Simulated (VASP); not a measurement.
# GaSb (m.eAscan) (F-43m) in VASP: single point with r2SCAN

Aim: the single point of GaSb (m.eAscan) with r2SCAN.

Program: VASP 6.6.1. These are calculated values, not measurements. Logs are shortened: lines on timing, memory, paths and dates and some standing lists are left out, and cuts for length are marked.

**1. The cell of the first run**

Symmetry: F-43m, No. 216, cubic system. The conventional cell has a = 6.214 Å, b = 6.214 Å, c = 6.214 Å, α = 90.00°, β = 90.00°, γ = 90.00°. Ga (site symmetry -43m) has 4 Sb at 2.69 Å within 3.5 Å. Within 3.5 Å of Sb (site symmetry -43m) lie 4 Ga at 2.69 Å.

**2. Single point, r2SCAN**

The input, POSCAR:

```
GaSb
1.0
    4.3941958054      0.0000000000      0.0000000000
    0.0000000000      6.2143313050      0.0000000000
    0.0000000000      0.0000000000      4.3941958054
Ga Sb
2 2
Direct
    0.0000000000      0.0000000000     -0.0000054000
    0.5000000000      0.5000000000      0.4999946000
    0.5000000000      0.2500000000     -0.0000054000
    0.0000000000      0.7500000000      0.4999946000
```

The input, INCAR.step1:

```
PREC = Accurate
ENCUT = 550
ISMEAR = 0
SIGMA = 0.1
LREAL = False
LASPH = True
NELM = 120
NBANDS = 26
GGA = PE
ALGO = Normal
EDIFF = 1E-5
LWAVE = True
LCHARG = False
GGA_COMPAT = False
```

The input, INCAR.step2:

```
PREC = Accurate
ENCUT = 550
EDIFF = 1E-6
ISMEAR = 0
SIGMA = 0.1
LREAL = False
LASPH = True
NELM = 120
ALGO = Normal
ISIF = 2
LWAVE = False
LCHARG = True
METAGGA = R2SCAN
LMIXTAU = True
LELF = True
LVHAR = True
NBANDS = 26
ISTART = 1
GGA_COMPAT = False
```

The input, KPOINTS:

```
regular mesh
0
Gamma
  10 8 10
```

Potentials or basis: VASP PAW PBE potentials, release 64 (Ga_d, Sb).

Started as:

```sh
cat potpaw_PBE.64/Ga_d/POTCAR potpaw_PBE.64/Sb/POTCAR > POTCAR
cp INCAR.step1 INCAR
mpirun -np 1 vasp_std > vasp.out
cp INCAR.step2 INCAR
mpirun -np 1 vasp_std > vasp.out
```

OUTCAR:

```text
PREC = Accurate
   ENCUT = 550
   EDIFF = 1E-6
   ISMEAR = 0
   LREAL = False
   LASPH = True
   NELM = 120
   ISIF = 2
   METAGGA = R2SCAN
   ISTART = 1

 ion  position               nearest neighbor table
   1  0.000  0.000  1.000-   3 2.69   4 2.69   4 2.69   3 2.69
   2  0.500  0.500  0.500-   3 2.69   4 2.69   3 2.69   4 2.69
   3  0.500  0.250  1.000-   1 2.69   2 2.69   2 2.69   1 2.69
   4  0.000  0.750  0.500-   1 2.69   2 2.69   1 2.69   2 2.69

  LATTYP: Found a simple tetragonal cell.
 ALAT       =     4.3941958054
 C/A-ratio  =     1.4142135627

  Lattice vectors:

 A1 = (  -4.3941958054,   0.0000000000,   0.0000000000)
 A2 = (   0.0000000000,   0.0000000000,   4.3941958054)
 A3 = (   0.0000000000,   6.2143313050,   0.0000000000)

Analysis of symmetry for initial positions (statically):
=====================================================================
 Subroutine PRICEL returns following result:

  LATTYP: Found a face centered cubic cell.
 ALAT       =     6.2143313044

  Lattice vectors:

 A1 = (  -2.1970979027,   3.1071656525,   2.1970979027)
 A2 = (   0.0000000000,   0.0000000000,   4.3941958054)
 A3 = (   2.1970979027,   3.1071656525,   2.1970979027)

   2 primitive cells build up your supercell.

 Routine SETGRP: Setting up the symmetry group for a
 simple tetragonal supercell.

 Subroutine GETGRP returns: Found  8 space group operations
 (whereof  2 operations were pure point group operations)
 out of a pool of 16 trial point group operations.

The static configuration has the point symmetry C_1h.
 The point group associated with its full space group is D_2d.

Analysis of symmetry for dynamics (positions and initial velocities):
=====================================================================
 Subroutine PRICEL returns following result:

  LATTYP: Found a face centered cubic cell.
 ALAT       =     6.2143313044

  Lattice vectors:

 A1 = (  -2.1970979027,   3.1071656525,   2.1970979027)
 A2 = (   0.0000000000,   0.0000000000,   4.3941958054)
 A3 = (   2.1970979027,   3.1071656525,   2.1970979027)

   2 primitive cells build up your supercell.

 Routine SETGRP: Setting up the symmetry group for a
 simple tetragonal supercell.

 Subroutine GETGRP returns: Found  8 space group operations
 (whereof  2 operations were pure point group operations)
 out of a pool of 16 trial point group operations.

The dynamic configuration has the point symmetry C_1h.
 The point group associated with its full space group is D_2d.

 Subroutine INISYM returns: Found  8 space group operations
 (whereof  2 operations are pure point group operations),
 and found     2 'primitive' translations

----------------------------------------------------------------------------------------

                                     Primitive cell

  volume of cell :      59.9961

  direct lattice vectors                    reciprocal lattice vectors
    -2.197097903  3.107165652  2.197097903    -0.227572927  0.160918360  0.000000000
     0.000000000  0.000000000  4.394195805     0.000000000 -0.160918360  0.227572927
     2.197097903  3.107165653  2.197097903     0.227572927  0.160918360 -0.000000000

  length of vectors
     4.394195806  4.394195805  4.394195806     0.278718775  0.278718775  0.278718775

  position of ions in fractional coordinates (direct lattice)
     0.000000000  0.999994600  1.000000000
     0.750000000  0.749994600  0.750000000

  ion indices of the primitive-cell ions
   primitive index   ion index
                 1           1
                 2           3

----------------------------------------------------------------------------------------

 KPOINTS: regular mesh

Automatic generation of k-mesh.
 Grid dimensions read from file:
 generate k-points for:   10    8   10

 Generating k-lattice:

  Cartesian coordinates                     Fractional coordinates (reciprocal lattice)
     0.022757293  0.000000000  0.000000000     0.100000000  0.000000000  0.000000000
     0.000000000  0.020114795  0.000000000     0.000000000  0.125000000  0.000000000
     0.000000000  0.000000000  0.022757293     0.000000000  0.000000000  0.100000000

  Length of vectors
     0.022757293  0.020114795  0.022757293

  Shift w.r.t. Gamma in fractional coordinates (k-lattice)
     0.000000000  0.000000000  0.000000000

 Subroutine IBZKPT returns following result:
 ===========================================

 Found    105 irreducible k-points:

 Following reciprocal coordinates:
            Coordinates               Weight
  0.000000  0.000000  0.000000      1.000000
  0.100000  0.000000  0.000000      4.000000
  0.200000  0.000000  0.000000      4.000000
  0.300000  0.000000  0.000000      4.000000
  0.400000  0.000000  0.000000      4.000000
  0.500000  0.000000  0.000000      2.000000
[... 16 lines left out ...]
  0.400000  0.375000  0.000000      8.000000
  0.500000  0.375000  0.000000      4.000000
 [... further k-points ...]
   k-points           NKPTS =    105   k-points in BZ     NKDIM =    105   number of bands    NBANDS=     26
   number of dos      NEDOS =    301   number of ions     NIONS =      4
   total plane-waves  NPLWV =  62208
   dimension x,y,z NGX =    36 NGY =   48 NGZ =   36
   dimension x,y,z NGXF=    72 NGYF=   96 NGZF=   72
   ions per type =               2   2
   NGX,Y,Z   is equivalent  to a cutoff of  13.62, 12.84, 13.62 a.u.
   NGXF,Y,Z  is equivalent  to a cutoff of  27.24, 25.68, 27.24 a.u.
 SYSTEM =  unknown system
   PREC   = accura    normal or accurate (medium, high low for compatibility)
   ISTART =      1    job   : 0-new  1-cont  2-samecut
   ICHARG =      0    charge: 1-file 2-atom 10-const
   ISPIN  =      1    spin polarized calculation?
   LNONCOLLINEAR =      F non collinear calculations
   LSORBIT =      F    spin-orbit coupling
   LASPH  =      T    aspherical Exc in radial PAW
   ENCUT  =  550.0 eV  40.42 Ry    6.36 a.u.   8.40 11.88  8.40*2*pi/ulx,y,z
   NELM   =    120;   NELMIN=  2; NELMDL=  0     # of ELM steps
   EDIFF  = 0.1E-05   stopping-criterion for ELM
   LREAL  =      F    real-space projection
   EDIFFG = 0.1E-04   stopping-criterion for IOM
   NSW    =      0    number of steps for IOM
   IBRION =     -1    ionic relax: 0-MD 1-quasi-New 2-CG
   NFREE  =      0    steps in history (QN), initial steepest desc. (CG)
   ISIF   =      2    stress and relaxation
   ISYM   =      2    0-nonsym 1-usesym 2-fastsym
   POTIM  = 0.5000    time-step for ionic-motion
   TEBEG  =    0.0;   TEEND  =   0.0 temperature during run
   PSTRESS=    0.0 pullay stress
   NELECT =      36.0000    total number of electrons
   NUPDOWN=      -1.0000    fix difference up-down
   EMIN   =  10.00;   EMAX   =-10.00  energy-range for DOS
   EFERMI =   0.00;   METHOD = LEGACY
   ISMEAR =     0;   SIGMA  =   0.10  broadening in eV -4-tet -1-fermi 0-gaus
   EFERMI_NEDOS =   21; number of points for ismear=-14 and -15
   IALGO  =     38    algorithm
   IMIX   =      4    mixing-type and parameters
     AMIX     =   0.40;   BMIX     =  1.00
     AMIX_MAG =   1.60;   BMIX_MAG =  1.00
  volume/ion in A,a.u.               =      30.00       202.44
  Fermi-wavevector in a.u.,A,eV,Ry     =   1.095951  2.071048 16.342084  1.201109
  Thomas-Fermi vector in A             =   2.232284
   LORBIT       =      0    0 simple, 1 ext, 2 COOP (PROOUT), +10 PAW based schemes
   METAGGA = R2SCAN    functional components
   LHFCALC =     F    Hartree Fock is set to
   AEXX    =    0.0000 exact exchange contribution
   IVDW    =     0    specifies the selected vdW correction
   LEPSILON=     F    determine dielectric tensor
   LRPA    =     F    only Hartree local field effects (RPA)
 non-spin polarized calculation
 Gauss-broadening in eV      SIGMA  =   0.10
  energy-cutoff  :      550.00
  volume of cell :      119.99
 maximum number of plane-waves:      3563
 NGX is ok and might be reduce to    36
   NGX = 17   NGY = 23   NGZ = 17

 number of electron      35.9999984 magnetization

 Free energy of the ion-electron system (eV)
  ---------------------------------------------------
  ext. energy  EPLUGINS =         0.00000000
  ---------------------------------------------------
  free energy    TOTEN  =       -75.18509115 eV

  energy without entropy =      -75.18487471  energy(sigma->0) =      -75.18498293

 E-fermi :   4.3002     XC(G=0):  -9.5065

 val. band max:        4.2116765814   @ k =   0.0000   0.0000   0.0000
 cond. band min:       4.3108062390   @ k =   0.0000   0.0000   0.0000
 fundamental gap:      0.0991296576
 Fermi energy:         4.3001843449

 k-point     1 :       0.0000    0.0000    0.0000
  band No.  band energies     occupation
      1     -11.2401      2.00000
      2     -11.1997      2.00000
      3     -11.1997      2.00000
      4     -11.1994      2.00000
      5     -11.1770      2.00000
      6     -11.1770      2.00000
[... 18 lines left out ...]
     25      10.4977      0.00000
     26      13.1508      0.00000

 k-point     2 :       0.1000    0.0000    0.0000
  band No.  band energies     occupation
      1     -11.2391      2.00000
      2     -11.2014      2.00000
      3     -11.1991      2.00000
      4     -11.1983      2.00000
      5     -11.1780      2.00000
      6     -11.1775      2.00000
[... 18 lines left out ...]
     25      10.8712      0.00000
     26      12.5302      0.00000

 k-point     3 :       0.2000    0.0000    0.0000
  band No.  band energies     occupation
      1     -11.2365      2.00000
      2     -11.2062      2.00000
      3     -11.1974      2.00000
      4     -11.1957      2.00000
      5     -11.1804      2.00000
      6     -11.1790      2.00000
[... 572 lines left out ...]
 k-point    23 :       0.4000    0.3750    0.0000
  band No.  band energies     occupation
      1     -11.2255      2.00000
      2     -11.2215      2.00000
      3     -11.1906      2.00000
      4     -11.1903      2.00000
      5     -11.1884      2.00000
      6     -11.1880      2.00000
[... 18 lines left out ...]
     25      11.2253      0.00000
     26      11.3587      0.00000

 k-point    24 :       0.5000    0.3750    0.0000
  band No.  band energies     occupation
      1     -11.2242      2.00000
      2     -11.2242      2.00000
      3     -11.1894      2.00000
      4     -11.1894      2.00000
      5     -11.1891      2.00000
      6     -11.1891      2.00000
[... 18 lines left out ...]
     25      11.3229      0.00000
     26      11.3229      0.00000

 [... further k-points ...]

------------------------ aborting loop because EDIFF is reached ----------------------------------------

  FORCE on cell =-STRESS in cart. coord.  units (eV):
  Direction    XX          YY          ZZ          XY          YZ          ZX
  --------------------------------------------------------------------------------------
  -------------------------------------------------------------------------------------
  Total       -1.3479483     -1.3380341     -1.3479483     -0.0000000      0.0000000      0.0000000
  in kB      -17.9982632    -17.8658862    -17.9982632     -0.0000000      0.0000000      0.0000000
  external PRESSURE =     -17.9541375 kB  Pullay stress =       0.0000000 kB

 VOLUME and BASIS-vectors are now :
 -----------------------------------------------------------------------------
  energy-cutoff  :      550.00
  volume of cell :      119.99
      direct lattice vectors                 reciprocal lattice vectors
     4.394195805  0.000000000  0.000000000     0.227572927  0.000000000  0.000000000
     0.000000000  6.214331305  0.000000000     0.000000000  0.160918360  0.000000000
     0.000000000  0.000000000  4.394195805     0.000000000  0.000000000  0.227572927

 POSITION                                       TOTAL-FORCE (eV/Angst)
 -----------------------------------------------------------------------------------
      0.00000      0.00000      4.39417         0.000000     -0.000000      0.000000
      2.19710      3.10717      2.19707         0.000000      0.000000      0.000000
      2.19710      1.55358      4.39417        -0.000000     -0.000000     -0.000000
      0.00000      4.66075      2.19707        -0.000000      0.000000     -0.000000
 -----------------------------------------------------------------------------------
    total drift:                                0.000000     -0.000000     -0.000002

  FREE ENERGIE OF THE ION-ELECTRON SYSTEM (eV)
  ---------------------------------------------------
  free  energy   TOTEN  =       -75.1850911485 eV

  energy  without entropy=      -75.1848747064  energy(sigma->0) =      -75.18498293
```

Run time: 22 min. Hardware: 1 thread of Intel Xeon 8259CL, shared host; peak memory 0.48 GiB.

Results:

```
Free energy            : -75.1851 eV
Pressure               : -1.8 GPa
Band gap on the k mesh : 0.10 eV
```

Caveat: the PAW data sets were made with another functional, which shifts forces and pressure a little; spin-orbit coupling is left out, which moves the levels of the heavy elements.
